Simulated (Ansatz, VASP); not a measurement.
## CaI2 in VASP and in Ansatz

```xyz
3
Lattice="4.2433 0.0000 0.0000 -2.1216 3.6748 0.0000 0.0000 0.0000 6.5707" Properties=species:S:1:pos:R:3 pbc="T T T"
Ca    0.0000    0.0000    0.0000
I     0.0000    2.4498    1.7734
I     2.1216    1.2249    4.7973
```

Change from the starting cell: volume scaled by 0.8, LAPW.

Alike in both runs: task single point; functional LDA; k mesh 7 × 7 × 4; occupations fermi-dirac, width 0.03 eV; no spin polarisation.

```csv
,VASP,Ansatz
version,VASP 6.6.1,Ansatz 0.2.0
potentials or method,"VASP PAW LDA potentials, release 64 (Ca_sv, I), cutoff 520 eV","all-electron LAPW, scalar-relativistic"
```

```tsv
	VASP	Ansatz	Ansatz less VASP
gap on the k mesh at the Fermi level (eV)	2.86	2.88	+0.021
pressure (GPa)	1.8	1.7	-0.11
rms of the force components (eV/Å)	0.014	0.003	-0.0116
```

LDA's correlation is that of Perdew and Zunger in VASP and of Perdew and Wang (1992) in Ansatz. Atom by atom the forces differ by 0.012 eV/Å (rms over components). Ansatz ran all-electron here, and VASP with PAW potentials.

Neither program's run includes spin-orbit coupling.
